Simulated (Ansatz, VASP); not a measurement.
**Two plane-wave programs on Al**

File POSCAR:

```
Al
1.0
   -1.5196724078      1.5196724078      1.5943685756
    1.5196724078     -1.5196724078      1.5943685756
    1.6690647434      1.6690647434     -1.5943685756
Al
1
Direct
    0.0000000000      0.0000000000      0.0000000000
```

File INCAR.step1:

```
PREC = Accurate ; ENCUT = 520
ISMEAR = 0 ; SIGMA = 0.15
LREAL = False ; LASPH = True
NELM = 60 ; NBANDS = 8
GGA = PE ; ALGO = Normal
EDIFF = 1E-4 ; LWAVE = True
LCHARG = False
```

Contents of INCAR.step2:

```
PREC = Accurate ; ENCUT = 520
EDIFF = 1E-6 ; ISMEAR = 0
SIGMA = 0.15 ; LREAL = False
LASPH = True ; NELM = 60
ALGO = Normal ; ISIF = 2
LWAVE = False ; LCHARG = True
METAGGA = R2SCAN ; LMIXTAU = True
LELF = True ; LVHAR = True
NBANDS = 8 ; ISTART = 1
```

Contents of KPOINTS:

```
regular mesh
0
Gamma
  26 26 26
```

Input for Ansatz:

```yaml
crystal:
  lattice:
    - [-1.5196724078, 1.5196724078, 1.5943685756]
    - [1.5196724078, -1.5196724078, 1.5943685756]
    - [1.6690647434, 1.6690647434, -1.5943685756]
  atoms:
    - { symbol: Al, position: [0.0, 0.0, 0.0] }
basis:
  ecutwfc: 500
kpoints:
  mp_grid: { grid: [26, 26, 26] }
hamiltonian:
  xc: r2scan
scf:
  occupations: { method: gaussian, width: 0.15 }
output:
  forces: true
  stress: true
  eigenvalues: true
  write_density: true
  write_potential: true
  elf: true
  volumetric_format: npy
```

Change from the starting cell: strain +0.0937 x Voigt [0, 0, 0, 0, 0, 1], atoms carried along.

Alike in both runs: task single point; functional r2SCAN; k mesh 26 × 26 × 26; occupations gaussian, width 0.15 eV; no spin polarisation.

|  | VASP | Ansatz |
| --- | --- | --- |
| version | VASP 6.6.1 | Ansatz 0.2.0 |
| potentials or method | VASP PAW PBE potentials, release 64 (Al), cutoff 520 eV | scalar-relativistic, plane waves, PAW |
| valence electrons in the cell | 3 | 3 |

|  | VASP | Ansatz | Ansatz less VASP |
| --- | --- | --- | --- |
| gap on the k mesh at the Fermi level (eV) | none | none | - |
| pressure (GPa) | 0.7 | 1.0 | +0.33 |
| traceless stress, the component that is largest in VASP (GPa) | -5.29 | -5.31 | -0.014 |

VASP's potentials were made for PBE, not for r2SCAN. A gap of «none» marks a metal or a gap that the smearing closes.
